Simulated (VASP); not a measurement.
Write the native input for VASP 6.6.1 that does the following.

- Task: relaxation of cell and atoms
- Functional: PBE
- Dispersion: D3(BJ)
- Potentials or basis: VASP PAW PBE potentials, release 64 (Ge_d)
- Cutoff: 600 eV
- k mesh: 8 × 8 × 8
- Occupations: fermi-dirac, width 0.05 eV
- Spin: no spin polarisation
- Dipole correction: no
- Further INCAR settings: ALGO = Normal; EDIFF = 1e-06; IBRION = 2; EDIFFG = -0.01; NSW = 60; ISIF = 3

The structure of Ge lies in POSCAR:

```
Ge
1.0
    0.0000000000      2.8289100000      2.8289100000
    2.8289100000      0.0000000000      2.8289100000
    2.8289100000      2.8289100000      0.0000000000
Ge
2
Direct
    0.7500000000      0.7500000000      0.7500000000
    0.5000000000      0.5000000000      0.5000000000
```

These files were run (other wordings do the same):

INCAR

```
  PREC = Accurate
  ENCUT = 600
  EDIFF = 1E-6
  ISMEAR = -1
  SIGMA = 0.05
  LREAL = F
  LASPH = T
  NELM = 80
  ALGO = Normal
  ISIF = 3
  LWAVE = F
  LCHARG = F
  GGA = PE
  IVDW = 12
  IBRION = 2
  NSW = 60
  EDIFFG = -0.01
```

KPOINTS

```
Automatic mesh
0
Gamma
  8 8 8
```

Potentials or basis: VASP PAW PBE potentials, release 64 (Ge_d).

Launch:

```console
$ cat potpaw_PBE.64/Ge_d/POTCAR > POTCAR
$ mpirun -np 1 vasp_std > vasp.out
```

Results of the run:

| Quantity | Value |
| --- | --- |
| Relaxed volume | 23.15 Å³/atom |
| Relaxed cell | a = 4.030 Å, b = 4.030 Å, c = 4.030 Å, α = 60.00°, β = 60.00°, γ = 60.00° |
| Space group after relaxing (to 0.05 Å) | Fd-3m (No. 227) |
| Energy gained by relaxing | 2.3 meV/atom |
| Ionic steps | 4 |
| Pressure after relaxing | 0.0 GPa |
| Band gap on the k mesh | zero (filled and empty bands touch) |
| Dispersion energy per atom | -0.290 eV |

Caveat: pairwise dispersion overbinds metals, which lowers pressure and volume.

Wall time 41 s on 1 thread of AMD EPYC 9R45 96-Core Processor (Zen 5), on a shared host, peak memory 0.17 GiB.
